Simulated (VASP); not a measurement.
Wanted: the native input for a VASP 6.6.1 run.

| Quantity | Value |
| --- | --- |
| Task | single point |
| Functional | r2SCAN |
| Potentials or basis | VASP PAW PBE potentials, release 64 (Pt, S) |
| Cutoff | 520 eV |
| k mesh | 3 × 3 × 4 |
| Occupations | fermi-dirac, width 0.02 eV |
| Spin | no spin polarisation |
| Dipole correction | no |
| Further INCAR settings | ALGO = Normal; EDIFF = 1e-06; NBANDS = 56 |

The system is PtS2.

```
Pt S
1.0
     7.10525    0.00000    0.00000
    -3.55262    6.15333    0.00000
     0.00000    0.00000    5.12283
Pt S
4 8
Direct
  0.99924 0.99915 0.00335
  0.99927 0.49906 0.00121
  0.49985 0.00066 0.99704
  0.50094 0.49979 0.00314
  0.17093 0.33599 0.23361
  0.33419 0.16396 0.75580
  0.17018 0.84145 0.23842
  0.33486 0.66665 0.76085
  0.66540 0.33362 0.24029
  0.82945 0.16884 0.76252
  0.66847 0.83390 0.24002
  0.83624 0.66644 0.75751
```

The input as run:

POSCAR

```
PtS2
1.0
    7.1052481869      0.0000000000      0.0000000000
   -3.5526240935      6.1533254301      0.0000000000
    0.0000000000      0.0000000000      5.1228306381
Pt S
4 8
Direct
   -0.0007628709     -0.0008496219      0.0033538099
   -0.0007293399      0.4990612044      0.0012059739
    0.4998494057      0.0006609434     -0.0029550069
    0.5009374580      0.4997894285      0.0031427937
    0.1709310837      0.3359879180      0.2336112756
    0.3341891065      0.1639640242      0.7558046076
    0.1701840296      0.8414511891      0.2384156507
    0.3348584587      0.6666453849      0.7608467418
    0.6653955900      0.3336170049      0.2402868818
    0.8294516691      0.1688371616      0.7625239396
    0.6684685220      0.8338959248      0.2400239412
    0.8362407492      0.6664386674      0.7575067915
```

INCAR.step1

```
ALGO = Normal
EDIFF = 1E-4
ENCUT = 520
GGA = PE
ISMEAR = -1
LASPH = True
LCHARG = False
LREAL = False
LWAVE = True
NBANDS = 56
NELM = 60
PREC = Accurate
SIGMA = 0.02
```

INCAR.step2

```
ALGO = Normal
EDIFF = 1E-6
ENCUT = 520
ISIF = 2
ISMEAR = -1
ISTART = 1
LASPH = True
LCHARG = False
LMIXTAU = True
LREAL = False
LWAVE = False
METAGGA = R2SCAN
NBANDS = 56
NELM = 60
PREC = Accurate
SIGMA = 0.02
```

KPOINTS

```
k-points
0
Gamma
  3 3 4
```

Potentials or basis: VASP PAW PBE potentials, release 64 (Pt, S).

Run with:

```sh
$ cat potpaw_PBE.64/Pt/POTCAR potpaw_PBE.64/S/POTCAR > POTCAR
$ cp INCAR.step1 INCAR
$ mpirun -np 1 vasp_std > vasp.out
$ cp INCAR.step2 INCAR
$ mpirun -np 1 vasp_std > vasp.out
```

It gave:

```json
{
 "Pressure": "1.3 GPa",
 "Largest force": "0.805 eV/Å",
 "Band gap on the k mesh": "0.94 eV"
}
```

Caveat: the PAW data sets were made with another functional, which shifts forces and pressure a little; spin-orbit coupling is left out, which moves the levels of the heavy elements.

Wall time 12 min on 1 thread of Intel(R) Xeon(R) Platinum 8559C (Emerald Rapids), on a shared host, peak memory 0.44 GiB.
